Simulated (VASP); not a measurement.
Input of a VASP 6.6.1 run:

INCAR

```
SYSTEM = InP
  PREC = Accurate
  ENCUT = 520
  EDIFF = 1E-6
  ISMEAR = 0
  SIGMA = 0.15
  LREAL = .FALSE.
  LASPH = .TRUE.
  NELM = 80
  ALGO = Normal
  ISIF = 2
  LWAVE = .FALSE.
  LCHARG = .TRUE.
  GGA = PE
  LELF = .TRUE.
  LVHAR = .TRUE.
  NBANDS = 16
```

Contents of KPOINTS:

```
Automatic mesh
0
G
  18 18 18
  0 0 0
```

File POSCAR:

```
InP
1.0
    0.0000000000      2.6870556022      2.8532652270
    2.6870556022      0.0000000000      2.8532652270
    2.6870556022      2.6870556022      0.0000000000
In P
1 1
Direct
    0.0000000000      0.0000000000      0.0000000000
    0.5000000000      0.5000000000      0.5000000000
```

Potentials or basis: VASP PAW PBE potentials, release 64 (In_d, P).

The run is started by

```sh
$ cat potpaw_PBE.64/In_d/POTCAR potpaw_PBE.64/P/POTCAR > POTCAR
$ mpirun -np 1 vasp_std > vasp.out
```

Question: Estimate the band gap on the k mesh.

Answer: Zero (band 9 reaches 7.83 eV, above the bottom of band 10 at 5.25 eV).

Question: Predict the pressure.

Answer: 3.0 GPa.

Stress tensor (GPa, compression positive):
```
 5.17  0.00  0.00
 0.00  5.17  0.00
 0.00  0.00 -1.42
```

Caveat: the cell differs from its parent crystal (strain -0.030 along x and y, +0.030 along z); spin-orbit coupling is left out, which moves the levels of the heavy elements.
